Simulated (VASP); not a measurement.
Here is a VASP 6.6.1 calculation.

File INCAR:

```
PREC = Accurate
ENCUT = 500
EDIFF = 1E-6
ISMEAR = 0
SIGMA = 0.02
LREAL = False
LASPH = True
NELM = 120
ALGO = Normal
ISIF = 2
LWAVE = False
LCHARG = False
GGA = PE
IVDW = 12
NBANDS = 11
GGA_COMPAT = False
```

Contents of KPOINTS:

```
Automatic mesh
0
Gamma
  8 8 8
```

Contents of POSCAR:

```
AlAs
1.0
    0.0000000000      2.8322993914      2.8322993914
    2.8322993914      0.0000000000      2.8322993914
    2.8322993914      2.8322993914      0.0000000000
Al As
1 1
Direct
    0.0000000000      0.0000000000      0.0000000000
    0.2500000000      0.2500000000      0.2500000000
```

Potentials or basis: VASP PAW PBE potentials, release 64 (Al, As).

Command:

```sh
$ cat potpaw_PBE.64/Al/POTCAR potpaw_PBE.64/As/POTCAR > POTCAR
$ mpirun -np 1 vasp_std > vasp.out
```

Task: Predict the dispersion energy per atom.

Result: -0.316 eV.

Task: Estimate the pressure.

Result: 0.2 GPa.

Task: Predict the band gap on the k mesh.

Result: 1.44 eV, indirect (least direct gap 2.05 eV).

A k mesh can miss the band edges. Expect the measured gap to be larger: semilocal functionals such as PBE lack the derivative discontinuity.
